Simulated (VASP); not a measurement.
Runs of VASP 6.6.1 on Hf. The structure is hexagonal, space group P6_3/mmc (No. 194). The conventional cell has a = 3.197 Å, b = 3.197 Å, c = 5.058 Å, α = 90.00°, β = 90.00°, γ = 120.00°. Hf (site symmetry -6m2) has 12 Hf at 3.13 to 3.20 Å within 4.1 Å. 

```tsv
level	cutoff (eV)	gap on the mesh (eV)	pressure (GPa)
revPBE	500	none	3.3
BLYP	500	none	(b)
RPBE	500	none	4.0
r2SCAN	550	none	0.0
PBE	500	none	(a)
```

Alike in all rows: task single point; potentials or basis VASP PAW PBE potentials, release 64 (Hf_pv); no spin polarisation; cell as given; k mesh 5 × 5 × 3; smearing fermi-dirac 0.3 eV.

Q: Estimate the missing entries.

A: (a) 1.3; (b) 4.6.

Caveats: all runs use coarse meshes; spin-orbit coupling is left out, which moves the levels of the heavy elements; the PAW data sets were made with another functional, which shifts forces and pressure a little (some runs).

A k mesh can miss the band edges, and the runs leave out spin-orbit coupling on Hf.

A gap of «none» marks levels without a gap at the run's occupations.
